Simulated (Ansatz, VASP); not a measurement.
# Two plane-wave programs on Ti3Si

```xyz
4
Lattice="0.0000 3.1444 3.1444 3.1444 0.0000 3.1444 3.1444 3.1444 0.0000" Properties=species:S:1:pos:R:3 pbc="T T T"
Ti    4.7165    4.7165    4.7165
Ti    1.5722    1.5722    1.5722
Ti    0.0000    0.0000    0.0000
Si    3.1444    3.1444    3.1444
```

Alike in both runs: task single point; functional r2SCAN; k mesh 2 × 2 × 2; occupations methfessel-paxton of order 1, width 0.15 eV; no spin polarisation.

```csv
,VASP,Ansatz
version,VASP 6.6.1,Ansatz 0.2.0
potentials or method,"VASP PAW PBE potentials, release 64 (Ti_sv, Si)","plane waves, norm-conserving potentials"
plane-wave cutoff (eV),520,1143
valence electrons in the cell,40,40
```

Ansatz gave:

```
pressure (GPa) : -1.3
```

**Question.** Estimate VASP's values.

**Answer.** Pressure (GPa): -0.8.

VASP's potentials were made for PBE, not for r2SCAN. The functional is the same, so the differences come from potentials, cutoffs and numerics.

The k mesh is coarse, so the values compare programs but aren't converged.
